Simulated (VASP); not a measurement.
Runs of VASP 6.6.1 on Pt. The structure is that of space group P6_3/mmc (No. 194), or close to it. The cells are those of the table. This isn't the form of Pt at room conditions, which is fcc.

| cell | gap on the mesh (eV) | pressure (GPa) |
| --- | --- | --- |
| a = 2.824, b = 2.824, c = 4.901 Å, angles 90.0, 90.0, 120.0°, 2 atoms | none | (b) |
| a = 2.797, b = 2.797, c = 4.855 Å, angles 90.0, 90.0, 120.0°, 2 atoms | none | -13.8 |
| a = 2.714, b = 2.714, c = 4.711 Å, angles 90.0, 90.0, 120.0°, 2 atoms | none | 8.4 |
| a = 2.742, b = 2.742, c = 4.760 Å, angles 90.0, 90.0, 120.0°, 2 atoms | none | (a) |
| a = 2.770, b = 2.770, c = 4.808 Å, angles 90.0, 90.0, 120.0°, 2 atoms | none | -7.8 |

Alike in all rows: task single point; level r2SCAN; potentials or basis VASP PAW PBE potentials, release 64 (Pt); no spin polarisation; k mesh 12 × 12 × 6; cutoff (eV) 520; smearing fermi-dirac 0.1 eV.

**Question.** Estimate the missing entries.

**Answer.** (a) -0.5; (b) -18.6.

Caveats: the PAW data sets were made with another functional, which shifts forces and pressure a little; spin-orbit coupling is left out, which moves the levels of the heavy elements; the cell stands under tension (at least some runs); the cell stands under pressure (at least some runs).

A k mesh can miss the band edges, and the runs leave out spin-orbit coupling on Pt.

A gap of «none» marks levels without a gap at the run's occupations.
